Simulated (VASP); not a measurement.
**La2LuAs3: single point with PBE**

La2LuAs3:

```
CELL_PARAMETERS angstrom
-2.14363 2.14363 9.03514
2.14363 -2.14363 9.03514
2.14363 2.14363 -9.03514
ATOMIC_POSITIONS crystal
La 0.83504 0.83504 0.00000
La 0.16496 0.16496 0.00000
As 0.66110 0.66110 0.00000
As 0.00000 0.00000 0.00000
As 0.33890 0.33890 0.00000
Lu 0.50000 0.50000 0.00000
```

```yaml
Program: VASP 6.6.1
Task: single point
Functional: PBE
Potentials_or_basis: VASP PAW PBE potentials, release 64 (La, As, Lu)
Cutoff: 520 eV
k_mesh: 8 × 8 × 8
Occupations: fermi-dirac, width 0.02 eV
Spin: no spin polarisation
```

```
Pressure               : 0.0 GPa
Largest force          : 0.014 eV/Å
Band gap on the k mesh : zero (bands 31 and 32 overlap by 0.36 eV)
```

Forces on the atoms (eV/Å):
```
La   0.000  0.000 -0.005
La   0.000  0.000  0.005
As   0.000  0.000  0.014
As   0.000  0.000  0.000
As   0.000  0.000 -0.014
Lu   0.000  0.000  0.000
```

Levels at points of the mesh, in eV from the Fermi level:
```tsv
k point	band 29	band 30	band 31	band 32	band 33	band 34
(0.00, 0.00, 0.00)	0.02	0.18	0.18	0.21	0.23	1.63
(0.50, 0.00, 0.00)	-1.75	-1.46	-1.19	2.06	2.24	2.41
(0.50, 0.50, 0.00)	-0.98	-0.38	-0.26	-0.18	1.43	1.46
(0.50, 0.50, 0.50)	-0.33	-0.21	-0.12	-0.12	0.86	1.14
```

It took 18 min on 1 thread of Intel(R) Xeon(R) Platinum 8488C (Sapphire Rapids), with other jobs on the host, peak memory 1 GiB.

Caveat: semilocal functionals underestimate gaps, and a narrow one can read as zero; spin-orbit coupling is left out, which moves the levels of the heavy elements.
